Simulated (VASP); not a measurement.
# HfB2 (P6/mmm) in VASP: notebook, part 2 of 2

VASP 6.6.1. Earlier steps stand in the parts before.

## Step 3: Single point, PBE

This run uses another cell than the first one, of 7.73 Å³/atom, 0.928 times its volume.

INCAR

```
SYSTEM = HfB2
ALGO     = Normal         ! electronic algorithm
EDIFF    = 1E-6           ! SCF threshold, eV
ENCUT    = 520            ! plane-wave cutoff, eV
GGA      = PE             ! functional
ISIF     = 2              ! what is computed and relaxed
ISMEAR   = 0              ! smearing method
LASPH    = .True.         ! aspherical terms in the spheres
LCHARG   = .False.        ! write CHGCAR
LREAL    = .False.        ! projectors in reciprocal space
LWAVE    = .False.        ! write WAVECAR
NBANDS   = 15             ! bands
NELM     = 100            ! most SCF steps
PREC     = Accurate       ! precision mode
SIGMA    = 0.1            ! smearing width, eV
```

KPOINTS

```
k-points
0
Gamma
  6 6 4
  0 0 0
```

POSCAR

```
HfB2
1.0
    2.8886034679      0.0000000000      0.0000000000
   -1.4443017339      2.5016039847      0.0000000000
    0.0000000000      0.0000000000      3.2081388895
Hf B
1 2
Direct
    0.0000000000      0.0000000000      0.0000000000
    0.3333333333      0.6666666667      0.5000000000
    0.6666666667      0.3333333333      0.5000000000
```

Potentials or basis: VASP PAW PBE potentials, release 64 (Hf_pv, B).

Command:

```
cat potpaw_PBE.64/Hf_pv/POTCAR potpaw_PBE.64/B/POTCAR > POTCAR
mpirun -np 1 vasp_std > vasp.out
```

OUTCAR:

```text
SYSTEM = HfB2
   EDIFF = 1E-6
   ENCUT = 520
   GGA = PE
   ISIF = 2
   ISMEAR = 0
   LASPH = .True.
   LREAL = .False.
   NELM = 100
   PREC = Accurate

 ion  position               nearest neighbor table
   1  0.000  0.000  0.000-   2 2.31   3 2.31   2 2.31   3 2.31   3 2.31   3 2.31   2 2.31   2 2.31
                             3 2.31   3 2.31   2 2.31   2 2.31
   2  0.333  0.667  0.500-   3 1.67   3 1.67   3 1.67   1 2.31   1 2.31   1 2.31   1 2.31   1 2.31
                             1 2.31
   3  0.667  0.333  0.500-   2 1.67   2 1.67   2 1.67   1 2.31   1 2.31   1 2.31   1 2.31   1 2.31
                             1 2.31

[... 572 lines left out ...]
  --------------------------------------------------------------------------------------
  -------------------------------------------------------------------------------------
  Total       15.6889750     15.6889750     13.9649100      0.0000000      0.0000000      0.0000000
  in kB     1084.2901238   1084.2901238    965.1372417      0.0000000      0.0000000      0.0000000
  external PRESSURE =    1044.5724964 kB  Pullay stress =       0.0000000 kB

 VOLUME and BASIS-vectors are now :
 -----------------------------------------------------------------------------
  energy-cutoff  :      520.00
  volume of cell :       23.18
      direct lattice vectors                 reciprocal lattice vectors
     2.888603468  0.000000000  0.000000000     0.346188049  0.199871763  0.000000000
    -1.444301734  2.501603985  0.000000000     0.000000000  0.399743527  0.000000000
     0.000000000  0.000000000  3.208138889     0.000000000  0.000000000  0.311707203

 POSITION                                       TOTAL-FORCE (eV/Angst)
 -----------------------------------------------------------------------------------
      0.00000      0.00000      0.00000         0.000000      0.000000      0.000000
     -0.00000      1.66774      1.60407        -0.000000     -0.000000      0.000000
      1.44430      0.83387      1.60407         0.000000      0.000000     -0.000000
 -----------------------------------------------------------------------------------
    total drift:                               -0.000000      0.000000      0.000000

  FREE ENERGIE OF THE ION-ELECTRON SYSTEM (eV)
  ---------------------------------------------------
  free  energy   TOTEN  =       -24.5785518791 eV

  energy  without entropy=      -24.5748068463  energy(sigma->0) =      -24.57667936
```

OSZICAR:

```text
N       E                     dE             d eps       ncg     rms          rms(c)
DAV:   1     0.354853489220E+02    0.35485E+02   -0.78853E+03   630   0.103E+03
DAV:   2    -0.260350271105E+02   -0.61520E+02   -0.57089E+02   819   0.238E+02
DAV:   3    -0.274615800018E+02   -0.14266E+01   -0.14230E+01   784   0.275E+01
DAV:   4    -0.274653564570E+02   -0.37765E-02   -0.37761E-02   749   0.168E+00
DAV:   5    -0.274653708049E+02   -0.14348E-04   -0.14346E-04   791   0.932E-02    0.803E+01
DAV:   6    -0.247614552495E+02    0.27039E+01   -0.30713E+00   756   0.145E+01    0.571E+01
DAV:   7    -0.246896552283E+02    0.71800E-01   -0.12140E+00   777   0.895E+00    0.118E+01
DAV:   8    -0.245795540100E+02    0.11010E+00   -0.30103E-01   742   0.467E+00    0.128E+00
DAV:   9    -0.245785715671E+02    0.98244E-03   -0.14515E-02   686   0.103E+00    0.140E-01
DAV:  10    -0.245785545879E+02    0.16979E-04   -0.24174E-04   826   0.126E-01    0.189E-01
DAV:  11    -0.245785528789E+02    0.17090E-05   -0.14721E-05   700   0.302E-02    0.550E-02
DAV:  12    -0.245785518791E+02    0.99978E-06   -0.89913E-07   573   0.802E-03
   1 F= -.24578552E+02 E0= -.24576679E+02  d E =-.374503E-02
```

stdout:

```text
POSCAR found type information on POSCAR HfB
 POSCAR found :  2 types and       3 ions
 scaLAPACK will be used
 LDA part: xc-table for (Slater+PW92), standard interpolation
 POSCAR, INCAR and KPOINTS ok, starting setup
 FFT: planning ... GRIDC
 FFT: planning ... GRID_SOFT
 FFT: planning ... GRID
 WAVECAR not read
 entering main loop
```

It took 6.6 s on 1 thread of AMD EPYC 7R13 (Zen 3), shared host; peak memory 0.11 GiB.

What came out:

```yaml
Free_energy: -24.5786 eV
Pressure: 104.5 GPa
Band_gap_on_the_k_mesh: zero (band 8 reaches 10.15 eV, above the bottom of band 9 at 9.37 eV)
```

Caveat: the k points lie up to 0.49 Å⁻¹ apart; spin-orbit coupling is left out, which moves the levels of the heavy elements.

## Step 4: Single point, PBE

This run uses another cell than the first one, of 9.86 Å³/atom, 1.183 times its volume.

INCAR

```
PREC = Accurate
ENCUT = 520
EDIFF = 1E-6
ISMEAR = 0
SIGMA = 0.1
LREAL = F
LASPH = T
NELM = 60
ALGO = Normal
ISIF = 2
LWAVE = F
LCHARG = T
GGA = PE
LELF = T
LVHAR = T
ISYM = 0
NBANDS = 15
```

KPOINTS

```
Automatic mesh
0
Gamma
  4 4 3
  0.78 0.19 0.18
```

POSCAR

```
HfB2
1.0
    3.1326790839      0.0000000000      0.0000000000
   -1.5663395419      2.7129796685      0.0000000000
    0.0000000000      0.0000000000      3.4792139900
Hf B
1 2
Direct
    0.0000000000      0.0000000000      0.0000000000
    0.3333333333      0.6666666667      0.5000000000
    0.6666666667      0.3333333333      0.5000000000
```

Command:

```
cat potpaw_PBE.64/Hf_pv/POTCAR potpaw_PBE.64/B/POTCAR > POTCAR
mpirun -np 1 vasp_std > vasp.out
```

Run time: 3 min. Hardware: 1 thread of AMD EPYC 7R13 (Zen 3), shared host; peak memory 0.33 GiB.

Results (log left out):

```yaml
Free_energy: -26.3929 eV
Pressure: 2.3 GPa
Band_gap_on_the_k_mesh: zero (band 8 reaches 8.25 eV, above the bottom of band 9 at 7.70 eV)
```

Stress tensor (GPa, compression positive):
```
2.84 0.00 0.00
0.00 2.84 0.00
0.00 0.00 1.28
```

Levels at points of the mesh, in eV from the Fermi level:
| k point | band 4 | band 5 | band 6 | band 7 | band 8 | band 9 | band 10 | band 11 | band 12 | band 13 |
| --- | --- | --- | --- | --- | --- | --- | --- | --- | --- | --- |
| (-0.06, 0.05, 0.06) | -13.78 | -3.78 | -3.15 | -2.98 | -2.30 | 3.25 | 3.29 | 4.26 | 4.40 | 5.26 |

Caveat: the k points lie up to 0.60 Å⁻¹ apart; spin-orbit coupling is left out, which moves the levels of the heavy elements.

## Step 5: Single point, PBE, collinear spin, zero start

This run uses another cell than the first one, of 9.86 Å³/atom, 1.183 times its volume.

INCAR

```
PREC     = Accurate       # precision mode
ENCUT    = 520            # plane-wave cutoff, eV
EDIFF    = 1E-6           # SCF threshold, eV
ISMEAR   = 1              # smearing method
SIGMA    = 0.1            # smearing width, eV
LREAL    = False          # projectors in reciprocal space
LASPH    = True           # aspherical terms in the spheres
NELM     = 150            # most SCF steps
ALGO     = Normal         # electronic algorithm
ISIF     = 2              # what is computed and relaxed
LWAVE    = False          # write WAVECAR
LCHARG   = False          # write CHGCAR
ISPIN    = 2              # spin polarisation
MAGMOM   = 0 0 0          # initial moments
LORBIT   = 11             # projections on sites
LMAXMIX  = 4              # l up to which the mixer works
GGA      = PE             # functional
NBANDS   = 19             # bands
```

KPOINTS

```
regular mesh
0
Gamma
  6 6 4
```

POSCAR is that of step 4.

Command:

```
cat potpaw_PBE.64/Hf_pv/POTCAR potpaw_PBE.64/B/POTCAR > POTCAR
mpirun -np 1 vasp_std > vasp.out
```

Run time: 17 s. Hardware: 1 thread of AMD EPYC 7R13 (Zen 3), shared host; peak memory 0.13 GiB.

Results (log left out):

| Quantity | Value |
| --- | --- |
| Free energy | -26.3491 eV |
| Pressure | 2.5 GPa |
| Band gap on the k mesh | zero (filled and empty bands overlap) |
| Net moment | 0.00 μB per cell |
| Valence electrons inside the program's atomic spheres | Hf 8.73; B 1.95 |

Stress tensor (GPa, compression positive):
```
3.62 0.00 0.00
0.00 3.62 0.00
0.00 0.00 0.11
```

Levels at points of the mesh, in eV from the Fermi level:
Spin up:
```csv
k point,band 6,band 7,band 8,band 9,band 10,band 11
"(0.00, 0.00, 0.00)",-2.56,-2.56,-2.47,4.39,4.39,5.02
"(0.50, 0.00, 0.00)",-3.83,-3.11,-2.54,2.44,3.08,5.95
"(0.00, 0.00, 0.50)",-0.86,-0.86,0.67,0.67,1.36,1.36
"(0.50, 0.00, 0.50)",-4.64,-4.38,-2.32,4.37,4.49,6.66
```
Spin down:
| k point | band 5 | band 6 | band 7 | band 8 | band 9 | band 10 | band 11 | band 12 |
| --- | --- | --- | --- | --- | --- | --- | --- | --- |
| (0.00, 0.00, 0.00) | -2.68 | -2.56 | -2.56 | -2.47 | 4.39 | 4.39 | 5.02 | 5.02 |
| (0.50, 0.00, 0.00) | -8.73 | -3.83 | -3.11 | -2.54 | 2.44 | 3.08 | 5.95 | 6.13 |
| (0.00, 0.00, 0.50) | -8.05 | -0.86 | -0.86 | 0.67 | 0.67 | 1.36 | 1.36 | 2.54 |
| (0.50, 0.00, 0.50) | -7.19 | -4.64 | -4.38 | -2.32 | 4.37 | 4.49 | 6.66 | 7.55 |

Caveat: the k points lie up to 0.45 Å⁻¹ apart; spin-orbit coupling is left out, which moves the levels of the heavy elements.

## Step 6: Single point, PBE

This run uses another cell than the first one, of 9.86 Å³/atom, 1.183 times its volume.

INCAR

```
SYSTEM = HfB2
  ALGO = Normal
  EDIFF = 1E-7
  ENCUT = 520
  GGA = PE
  ISIF = 2
  ISMEAR = 0
  LASPH = .TRUE.
  LCHARG = .FALSE.
  LREAL = .FALSE.
  LWAVE = .FALSE.
  NBANDS = 15
  NELM = 100
  PREC = Accurate
  SIGMA = 0.1
```

KPOINTS

```
k-points
0
G
  9 9 8
  0 0 0
```

POSCAR

```
HfB2
1.0
    3.1326790839      0.0000000000      0.0000000000
   -1.5663395419      2.7129796685      0.0000000000
    0.0000000000      0.0000000000      3.4792139900
Hf B
1 2
Direct
    0.0000000000      0.0000000000      0.0000000000
    0.3333333300      0.6666666700      0.5000000000
    0.6666666700      0.3333333300      0.5000000000
```

Potentials or basis: VASP PAW PBE potentials, release 64 (Hf_pv, B).

Command:

```
cat potpaw_PBE.64/Hf_pv/POTCAR potpaw_PBE.64/B/POTCAR > POTCAR
mpirun -np 1 vasp_std > vasp.out
```

It took 16 s on 1 thread of Intel Xeon 6975P-C, shared host; peak memory 0.16 GiB.

It converged, with:

* Free energy: -26.3867 eV
* Pressure: 2.4 GPa
* Band gap on the k mesh: zero (band 8 reaches 8.32 eV, above the bottom of band 9 at 7.61 eV)

Stress tensor (GPa, compression positive):
```
2.63 0.00 0.00
0.00 2.63 0.00
0.00 0.00 1.82
```

Levels at points of the mesh, in eV from the Fermi level:
| k point | band 4 | band 5 | band 6 | band 7 | band 8 | band 9 | band 10 | band 11 | band 12 | band 13 |
| --- | --- | --- | --- | --- | --- | --- | --- | --- | --- | --- |
| (0.00, 0.00, 0.00) | -13.80 | -3.05 | -2.91 | -2.91 | -2.82 | 4.03 | 4.03 | 4.65 | 4.65 | 5.01 |
| (0.00, 0.00, 0.50) | -11.39 | -8.41 | -1.21 | -1.21 | 0.32 | 0.32 | 0.99 | 0.99 | 2.19 | 5.09 |

Caveat: spin-orbit coupling is left out, which moves the levels of the heavy elements.

## Step 7: Summary

| spin | cell | k mesh | smearing | gap on the mesh (eV) | pressure (GPa) |
| --- | --- | --- | --- | --- | --- |
| off | a = 2.962, b = 2.962, c = 3.289 Å, angles 90.0, 90.0, 120.0°, 3 atoms | 6 × 6 × 4 | gaussian 0.1 eV | none | 63.6 |
| off | a = 2.889, b = 2.889, c = 3.208 Å, angles 90.0, 90.0, 120.0°, 3 atoms | 6 × 6 × 4 | gaussian 0.1 eV | none | 104.5 |
| off | a = 3.133, b = 3.133, c = 3.479 Å, angles 90.0, 90.0, 120.0°, 3 atoms | 4 × 4 × 3, shifted | gaussian 0.1 eV | none | 2.3 |
| collinear, zero start | a = 3.133, b = 3.133, c = 3.479 Å, angles 90.0, 90.0, 120.0°, 3 atoms | 6 × 6 × 4 | methfessel-paxton 0.1 eV | none | 2.5 |
| off | a = 3.133, b = 3.133, c = 3.479 Å, angles 90.0, 90.0, 120.0°, 3 atoms | 9 × 9 × 8 | gaussian 0.1 eV | none | 2.4 |

Alike in all rows: task single point; level PBE; potentials or basis VASP PAW PBE potentials, release 64 (Hf_pv, B); cutoff (eV) 520.

Caveats: some runs use coarse meshes; spin-orbit coupling is left out, which moves the levels of the heavy elements.

Absolute energies hang on the potentials; compare differences alone.
